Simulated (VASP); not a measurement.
Input of a VASP 6.6.1 run:

Contents of INCAR:

```
PREC = Accurate
ENCUT = 500
EDIFF = 1E-7
ISMEAR = 0
SIGMA = 0.1
LREAL = F
LASPH = T
NELM = 120
ALGO = Normal
ISIF = 3
LWAVE = F
LCHARG = F
GGA = PE
IBRION = 2
NSW = 100
EDIFFG = -0.01
GGA_COMPAT = F
NELMIN = 4
```

The input KPOINTS:

```
regular mesh
0
Gamma
  6 6 6
```

The input POSCAR:

```
SiMo3
1.0
    4.9010307728      0.0000000000      0.0000000000
    0.0000000000      4.9010307728      0.0000000000
    0.0000000000      0.0000000000      4.9010307728
Si Mo
2 6
Direct
    0.5000000000      0.5000000000      0.5000000000
    0.0000000000      0.0000000000      0.0000000000
    0.0000000000      0.5000000000      0.7500000000
    0.0000000000      0.5000000000      0.2500000000
    0.5000000000      0.2500000000      0.0000000000
    0.5000000000      0.7500000000      0.0000000000
    0.2500000000      0.0000000000      0.5000000000
    0.7500000000      0.0000000000      0.5000000000
```

Potentials or basis: VASP PAW PBE potentials, release 64 (Si, Mo_sv).

The run is started by

```bash
$ cat potpaw_PBE.64/Si/POTCAR potpaw_PBE.64/Mo_sv/POTCAR > POTCAR
$ mpirun -np 1 vasp_std > vasp.out
```

Task: Estimate the relaxed volume.

Result: 14.79 Å³/atom.

Task: What does it give for the band gap on the k mesh?

Result: Zero (band 46 reaches 13.80 eV, above the bottom of band 47 at 11.37 eV).

Final structure:
```
Si Mo
1.0
     4.90953    0.00000    0.00000
     0.00000    4.90953    0.00000
     0.00000    0.00000    4.90953
Si Mo
2 6
Direct
  0.50000 0.50000 0.50000
  0.00000 0.00000 0.00000
  0.00000 0.50000 0.75000
  0.00000 0.50000 0.25000
  0.50000 0.25000 0.00000
  0.50000 0.75000 0.00000
  0.25000 0.00000 0.50000
  0.75000 0.00000 0.50000
```
